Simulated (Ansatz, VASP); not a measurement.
One calculation of Sb, two programs

```
Sb
1.0
     3.11729    0.00000    0.00000
     0.00000    3.11729    0.00000
     0.00000    0.00000    3.11729
Sb
1
Direct
  0.00000 0.00000 0.00000
```

Alike in both runs: task single point; functional PBE0; k mesh 4 × 4 × 4; occupations fermi-dirac, width 0.05 eV; no spin polarisation.

|  | VASP | Ansatz |
| --- | --- | --- |
| version | VASP 6.6.1 | Ansatz 0.2.0 |
| potentials or method | VASP PAW PBE potentials, release 64 (Sb) | Ansatz PAW |
| plane-wave cutoff (eV) | 520 | 420 |
| valence electrons in the cell | 5 | 15 |

Ansatz gave:

```
gap on the k mesh at the Fermi level (eV) : none
pressure (GPa)                            : -3.9
```

Task: Which values does VASP return?

Result: gap on the k mesh at the Fermi level (eV): none; pressure (GPa): -5.0.

A gap of «none» marks a metal or a gap that the smearing closes. With one functional, cell and mesh, what is left measures potentials, basis and numerics. VASP's potentials hold 5 valence electrons a cell and Ansatz's 15, so a difference there can come from the potentials and not from the codes.

The k mesh is coarse, so the values compare programs but aren't converged. Neither program's run includes spin-orbit coupling.
